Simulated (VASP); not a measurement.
# AlN (Pm) in VASP: a series of runs

The runs below take AlN through single point, with PBE.

All numbers are computed with VASP 6.6.1; they aren't measurements. Logs are shortened: lines on timing, memory, paths and dates and some standing lists are left out, and cuts for length are marked.

## (1) The cell of the first run

The structure is monoclinic, space group Pm (No. 6). The conventional cell has a = 3.313 Å, b = 4.187 Å, c = 5.739 Å, α = 90.00°, β = 90.00°, γ = 90.00°. Al (site symmetry m) has 2 N at 1.48 to 1.96 Å within 2.0 Å. Al (site symmetry m) has 5 N at 1.91 to 2.09 Å within 2.5 Å. Al (site symmetry m) has 5 N at 1.91 to 2.09 Å and 2 Al at 2.56 Å within 2.6 Å. Al (site symmetry m) has 5 N at 1.91 to 2.09 Å within 2.5 Å. N (site symmetry m) has 5 Al at 1.91 to 2.17 Å within 2.5 Å. Within 2.5 Å of N (site symmetry m) lie 5 Al at 1.91 to 2.09 Å. N (site symmetry m) has 2 Al at 1.48 to 1.91 Å within 2.0 Å. N (site symmetry m) has 5 Al at 1.91 to 2.09 Å within 2.5 Å.

## (2) Single point, PBE (atom 1 (Al) moved by +0.252 Å along [1 0 0] and -0.504 Å along [1 2 0])

The input, INCAR:

```
  ALGO = Normal
  EDIFF = 1E-7
  ENCUT = 520
  GGA = PE
  ISIF = 2
  ISMEAR = 0
  LASPH = True
  LCHARG = False
  LREAL = False
  LWAVE = False
  NBANDS = 26
  NELM = 60
  PREC = Accurate
  SIGMA = 0.05
```

The input, KPOINTS:

```
k-points
0
Gamma
  8 6 4
```

The input, POSCAR:

```
AlN
1.0
   -1.6567491617      2.8695737234      0.0000000000
    0.0000000000      0.0000000000      4.1874629526
    4.9702474850      2.8695737234      0.0000000000
Al N
4 4
Direct
    0.3302468423      0.7500000000      0.1607839814
    0.0000000000      0.7500000000      0.6666666667
    0.0000000000      0.2500000000      0.3333333333
    0.5000000000      0.2500000000      0.8333333333
    0.5000000000      0.2500000000      0.1666666667
    0.0000000000      0.2500000000      0.6666666667
    0.0000000000      0.7500000000      0.3333333333
    0.5000000000      0.7500000000      0.8333333333
```

Potentials or basis: VASP PAW PBE potentials, release 64 (Al, N).

The run is started by

```console
cat potpaw_PBE.64/Al/POTCAR potpaw_PBE.64/N/POTCAR > POTCAR
mpirun -np 1 vasp_std > vasp.out
```

OUTCAR:

```text
EDIFF = 1E-7
   ENCUT = 520
   GGA = PE
   ISIF = 2
   ISMEAR = 0
   LASPH = True
   LREAL = False
   NELM = 60
   PREC = Accurate

 ion  position               nearest neighbor table
   1  0.330  0.750  0.161-   7 1.48   8 1.96   5 2.17   5 2.17   7 2.43   3 2.56   3 2.56   4 2.87
                             4 2.87   2 3.04   2 3.10   3 3.21   3 3.21
   2  0.000  0.750  0.667-   8 1.91   8 1.91   7 1.91   6 2.09   6 2.09   4 2.84   4 2.84   4 2.84
                             4 2.84   3 2.84   3 2.84   1 3.04   1 3.10
   3  0.000  0.250  0.333-   5 1.91   5 1.91   6 1.91   7 2.09   7 2.09   1 2.56   1 2.56   2 2.84
                             2 2.84   1 3.21   1 3.21   4 3.31   4 3.31   4 3.31   4 3.31
   4  0.500  0.250  0.833-   6 1.91   6 1.91   5 1.91   8 2.09   8 2.09   2 2.84   2 2.84   2 2.84
                             2 2.84   1 2.87   1 2.87   3 3.31   3 3.31   3 3.31   3 3.31
   5  0.500  0.250  0.167-   3 1.91   3 1.91   4 1.91   1 2.17   1 2.17
   6  0.000  0.250  0.667-   4 1.91   4 1.91   3 1.91   2 2.09   2 2.09
   7  0.000  0.750  0.333-   1 1.48   2 1.91   3 2.09   3 2.09   1 2.43
   8  0.500  0.750  0.833-   2 1.91   2 1.91   1 1.96   4 2.09   4 2.09

  LATTYP: Found a simple orthorhombic cell.
 ALAT       =     3.3134983233
 B/A-ratio  =     1.2637588868
 C/A-ratio  =     1.7320508076

  Lattice vectors:

 A1 = (  -1.6567491617,   2.8695737234,   0.0000000000)
 A2 = (   0.0000000000,   0.0000000000,   4.1874629526)
 A3 = (   4.9702474850,   2.8695737234,   0.0000000000)

Analysis of symmetry for initial positions (statically):
=====================================================================
 Subroutine PRICEL returns:
 Original cell was already a primitive cell.

 Routine SETGRP: Setting up the symmetry group for a
 simple orthorhombic supercell.

 Subroutine GETGRP returns: Found  2 space group operations
 (whereof  1 operations were pure point group operations)
 out of a pool of  8 trial point group operations.

The static configuration has the point symmetry C_1 .
 The point group associated with its full space group is C_1h.

Analysis of symmetry for dynamics (positions and initial velocities):
=====================================================================
 Subroutine PRICEL returns:
 Original cell was already a primitive cell.

 Routine SETGRP: Setting up the symmetry group for a
 simple orthorhombic supercell.

 Subroutine GETGRP returns: Found  2 space group operations
[... 115 lines left out ...]
   NELM   =     60;   NELMIN=  2; NELMDL= -5     # of ELM steps
   EDIFF  = 0.1E-06   stopping-criterion for ELM
   LREAL  =      F    real-space projection
   EDIFFG = 0.1E-05   stopping-criterion for IOM
   NSW    =      0    number of steps for IOM
   IBRION =     -1    ionic relax: 0-MD 1-quasi-New 2-CG
   NFREE  =      0    steps in history (QN), initial steepest desc. (CG)
   ISIF   =      2    stress and relaxation
   ISYM   =      2    0-nonsym 1-usesym 2-fastsym
   POTIM  = 0.5000    time-step for ionic-motion
   TEBEG  =    0.0;   TEEND  =   0.0 temperature during run
   PSTRESS=    0.0 pullay stress
   NELECT =      32.0000    total number of electrons
   NUPDOWN=      -1.0000    fix difference up-down
   EMIN   =  10.00;   EMAX   =-10.00  energy-range for DOS
   EFERMI =   0.00;   METHOD = LEGACY
   ISMEAR =     0;   SIGMA  =   0.05  broadening in eV -4-tet -1-fermi 0-gaus
   EFERMI_NEDOS =   21; number of points for ismear=-14 and -15
   IALGO  =     38    algorithm
   IMIX   =      4    mixing-type and parameters
     AMIX     =   0.40;   BMIX     =  1.00
     AMIX_MAG =   1.60;   BMIX_MAG =  1.00
  volume/ion in A,a.u.               =       9.95        67.17
  Fermi-wavevector in a.u.,A,eV,Ry     =   1.208082  2.282944 19.857191  1.459462
  Thomas-Fermi vector in A             =   2.343701
   LORBIT       =      0    0 simple, 1 ext, 2 COOP (PROOUT), +10 PAW based schemes
   GGA     = PE    functional components
   LHFCALC =     F    Hartree Fock is set to
   AEXX    =    0.0000 exact exchange contribution
   IVDW    =     0    specifies the selected vdW correction
   LEPSILON=     F    determine dielectric tensor
   LRPA    =     F    only Hartree local field effects (RPA)
 non-spin polarized calculation
 Gauss-broadening in eV      SIGMA  =   0.05
  energy-cutoff  :      520.00
  volume of cell :       79.63
 maximum number of plane-waves:      2174
 NGX is ok and might be reduce to    28
   NGX = 13   NGY = 15   NGZ = 21

 number of electron      31.9999993 magnetization

 Free energy of the ion-electron system (eV)
  ---------------------------------------------------
  ext. energy  EPLUGINS =         0.00000000
  ---------------------------------------------------
  free energy    TOTEN  =       -55.39799640 eV

  energy without entropy =      -55.39799640  energy(sigma->0) =      -55.39799640

 E-fermi :   8.1263     XC(G=0): -11.1439

 val. band max:        7.8595920781   @ k =   0.0000   0.0000   0.0000
 cond. band min:      10.7178232213   @ k =   0.0000   0.0000   0.0000
 fundamental gap:      2.8582311433
 Fermi energy:         8.1262577262

 k-point     1 :       0.0000    0.0000    0.0000
  band No.  band energies     occupation
      1      -8.8923      2.00000
      2      -7.0781      2.00000
      3      -5.8872      2.00000
      4      -5.3213      2.00000
      5       1.0382      2.00000
      6       1.3350      2.00000
[... 685 lines left out ...]
     25      17.7182      0.00000
     26      17.8643      0.00000

 [... further k-points ...]
[... 5 lines left out ...]
  --------------------------------------------------------------------------------------
  -------------------------------------------------------------------------------------
  Total       19.2634958      0.3724448      0.4965672     -5.9479207      0.0000000      0.0000000
  in kB      387.5792967      7.4935460      9.9908748   -119.6714720      0.0000000      0.0000000
  external PRESSURE =     135.0212392 kB  Pullay stress =       0.0000000 kB

 VOLUME and BASIS-vectors are now :
 -----------------------------------------------------------------------------
  energy-cutoff  :      520.00
  volume of cell :       79.63
      direct lattice vectors                 reciprocal lattice vectors
    -1.656749162  2.869573723  0.000000000    -0.150897919  0.261362862  0.000000000
     0.000000000  0.000000000  4.187462953     0.000000000  0.000000000  0.238808083
     4.970247485  2.869573723  0.000000000     0.150897919  0.087120954  0.000000000

 POSITION                                       TOTAL-FORCE (eV/Angst)
 -----------------------------------------------------------------------------------
      0.25200      1.40905      3.14060       -15.863265      7.392612      0.000000
      3.31350      1.91305      3.14060        -0.334203     -0.467749      0.000000
      1.65675      0.95652      1.04687         0.908701     -0.669900      0.000000
      3.31350      3.82610      1.04687        -0.042989      0.309543      0.000000
      0.00000      1.91305      1.04687         0.477323     -1.145066      0.000000
      3.31350      1.91305      1.04687        -0.010876     -0.056105      0.000000
      1.65675      0.95652      3.14060        14.186888     -4.849253      0.000000
      3.31350      3.82610      3.14060         0.678421     -0.514082      0.000000
 -----------------------------------------------------------------------------------
    total drift:                               -0.000350      0.000240      0.000000

  FREE ENERGIE OF THE ION-ELECTRON SYSTEM (eV)
  ---------------------------------------------------
  free  energy   TOTEN  =       -55.3979963993 eV

  energy  without entropy=      -55.3979963993  energy(sigma->0) =      -55.39799640
```

OSZICAR:

```text
N       E                     dE             d eps       ncg     rms          rms(c)
DAV:   1     0.113447720037E+03    0.11345E+03   -0.14898E+04  3744   0.111E+03
DAV:   2    -0.559667931452E+02   -0.16941E+03   -0.15795E+03  5138   0.230E+02
DAV:   3    -0.654723919746E+02   -0.95056E+01   -0.94479E+01  5008   0.557E+01
DAV:   4    -0.655608584568E+02   -0.88466E-01   -0.88410E-01  4534   0.608E+00
DAV:   5    -0.655622043952E+02   -0.13459E-02   -0.13456E-02  4912   0.750E-01    0.177E+01
DAV:   6    -0.554736554420E+02    0.10089E+02   -0.29862E+01  4772   0.302E+01    0.618E+00
DAV:   7    -0.554586595340E+02    0.14996E-01   -0.20880E+00  4548   0.791E+00    0.418E+00
DAV:   8    -0.554071634826E+02    0.51496E-01   -0.19202E-01  4698   0.305E+00    0.940E-01
DAV:   9    -0.553968796782E+02    0.10284E-01   -0.38570E-02  4888   0.148E+00    0.396E-01
DAV:  10    -0.553975714558E+02   -0.69178E-03   -0.13180E-02  4500   0.627E-01    0.268E-01
DAV:  11    -0.553979095885E+02   -0.33813E-03   -0.10068E-03  4822   0.295E-01    0.762E-02
DAV:  12    -0.553979924875E+02   -0.82899E-04   -0.35348E-04  4250   0.145E-01    0.226E-02
DAV:  13    -0.553979952309E+02   -0.27434E-05   -0.92550E-05  4934   0.613E-02    0.237E-02
DAV:  14    -0.553979981364E+02   -0.29055E-05   -0.21596E-05  4670   0.330E-02    0.121E-02
DAV:  15    -0.553979964407E+02    0.16956E-05   -0.64777E-06  4592   0.150E-02    0.424E-03
DAV:  16    -0.553979963993E+02    0.41398E-07   -0.37273E-07  4224   0.384E-03
   1 F= -.55397996E+02 E0= -.55397996E+02  d E =-.651513E-16
```

stdout:

```text
POSCAR found type information on POSCAR AlN
 POSCAR found :  2 types and       8 ions
 scaLAPACK will be used
 LDA part: xc-table for (Slater+PW92), standard interpolation
 POSCAR, INCAR and KPOINTS ok, starting setup
 FFT: planning ... GRIDC
 FFT: planning ... GRID_SOFT
 FFT: planning ... GRID
 WAVECAR not read
 entering main loop
```

Run time: 1.8 min. Hardware: 1 thread of Intel Xeon Platinum 8559C (Emerald Rapids), shared host; peak memory 0.25 GiB.

Results:

| Property | Result |
| --- | --- |
| Free energy | -55.3980 eV |
| Pressure | 13.5 GPa |
| Largest force | 17.501 eV/Å |
| Band gap on the k mesh | 2.86 eV |

Forces on the atoms (eV/Å):
```
Al  -15.863   7.393   0.000
Al   -0.334  -0.468   0.000
Al    0.909  -0.670   0.000
Al   -0.043   0.310   0.000
N     0.477  -1.145   0.000
N    -0.011  -0.056   0.000
N    14.187  -4.849   0.000
N     0.678  -0.514   0.000
```

Caveat: the cell differs from its parent crystal (atom 1 (Al) moved by +0.252 Å along [1 0 0] and -0.504 Å along [1 2 0]); the cell stands under pressure; forces of over 1 eV/Å act on the atoms, so gaps and moduli don't describe the material at rest.

## (3) Single point, PBE (atom 1 (Al) moved by +0.504 Å along [1 0 0] and +0.000 Å along [1 2 0])

The input, INCAR:

```
ALGO = Normal
EDIFF = 1E-7
ENCUT = 520
GGA = PE
ISIF = 2
ISMEAR = 0
LASPH = T
LCHARG = T
LELF = T
LREAL = F
LVHAR = T
LWAVE = F
NBANDS = 26
NELM = 100
PREC = Accurate
SIGMA = 0.05
```

KPOINTS is that of step 2.

POSCAR, as its differences from that of step 2:

```diff
@@ -8,3 +8,3 @@
 Direct
-    0.3302468423      0.7500000000      0.1607839814
+    0.4239474491      0.7500000000      0.2427192176
     0.0000000000      0.7500000000      0.6666666667
```

Potentials or basis: VASP PAW PBE potentials, release 64 (Al, N).

The run is started by

```console
cat potpaw_PBE.64/Al/POTCAR potpaw_PBE.64/N/POTCAR > POTCAR
mpirun -np 1 vasp_std > vasp.out
```

It took 1.8 min on 1 thread of Intel Xeon Platinum 8559C (Emerald Rapids), shared host; peak memory 0.26 GiB.

It converged, with:

```yaml
Free_energy: -55.5544 eV
Pressure: 12.0 GPa
Largest_force: 16.492 eV/Å
Band_gap_on_the_k_mesh: 2.57 eV
```

Forces on the atoms (eV/Å):
```
Al  -14.365   8.102   0.000
Al    1.854   0.844   0.000
Al    0.356  -0.750   0.000
Al    0.336   0.253   0.000
N     1.757   0.462   0.000
N    -0.701  -0.425   0.000
N    10.714  -8.235   0.000
N     0.048  -0.250   0.000
```

Stress tensor (GPa, compression positive):
```
 20.81 -20.94   0.00
-20.94  14.36   0.00
  0.00   0.00   0.68
```

Levels at points of the mesh, in eV from the valence-band top:
| k point | band 14 | band 15 | band 16 | band 17 | band 18 | band 19 |
| --- | --- | --- | --- | --- | --- | --- |
| (0.00, 0.00, 0.00) | -1.31 | -0.93 | 0.00 | 2.57 | 3.88 | 4.45 |
| (0.50, 0.00, 0.00) | -2.30 | -2.22 | -1.60 | 4.68 | 5.05 | 6.27 |
| (0.00, 0.50, 0.00) | -1.92 | -1.70 | -1.27 | 4.34 | 4.98 | 5.55 |
| (0.50, 0.50, 0.00) | -0.93 | -0.85 | -0.54 | 5.01 | 5.13 | 6.52 |
| (0.00, 0.00, 0.50) | -1.51 | -0.87 | -0.64 | 4.08 | 5.06 | 5.82 |
| (0.50, 0.00, 0.50) | -2.60 | -1.63 | -0.93 | 3.05 | 4.28 | 5.99 |
| (0.00, 0.50, 0.50) | -2.00 | -1.46 | -1.21 | 4.28 | 5.05 | 5.55 |
| (0.50, 0.50, 0.50) | -1.52 | -1.30 | -1.21 | 3.86 | 4.34 | 5.28 |

Caveat: the cell differs from its parent crystal (atom 1 (Al) moved by +0.504 Å along [1 0 0] and +0.000 Å along [1 2 0]); the cell stands under pressure; forces of over 1 eV/Å act on the atoms, so gaps and moduli don't describe the material at rest. A k mesh can miss the band edges.

(Part 1 of 2 ends here.)
